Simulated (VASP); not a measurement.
MoS, 2 atoms in the cell. Symmetry: Pm-3m, No. 221, cubic system. The conventional cell has a = 3.114 Å, b = 3.114 Å, c = 3.114 Å, α = 90.00°, β = 90.00°, γ = 90.00°. Mo (site symmetry m-3m) has 8 S at 2.70 Å and 6 Mo at 3.11 Å within 3.6 Å. Within 3.6 Å of S (site symmetry m-3m) lie 8 Mo at 2.70 Å and 6 S at 3.11 Å. 

- Program: VASP 6.6.1
- Task: single point
- Functional: PBE
- Potentials or basis: VASP PAW PBE potentials, release 64 (Mo_sv, S)
- Cutoff: 520 eV
- k mesh: 14 × 14 × 14
- Occupations: gaussian, width 0.1 eV
- Spin: collinear spin, ferromagnetic start
- Starting moments: [2.0, 0.0] μB
- Hubbard terms: Mo d U = 4.38 eV
- Dipole correction: no
- Further INCAR settings: ALGO = Normal; EDIFF = 1e-06; NBANDS = 21

Potentials or basis: VASP PAW PBE potentials, release 64 (Mo_sv, S).

Command:

```sh
$ cat potpaw_PBE.64/Mo_sv/POTCAR potpaw_PBE.64/S/POTCAR > POTCAR
$ mpirun -np 1 vasp_std > vasp.out
```

Hardware: 1 thread of Intel Xeon 8259CL, on a shared host.

Estimate the wall time of this run.

Run time: 89 s on 1 thread of Intel Xeon 8259CL, on a shared host, peak memory 0.23 GiB. Counts: scf iterations 15, k points 120.
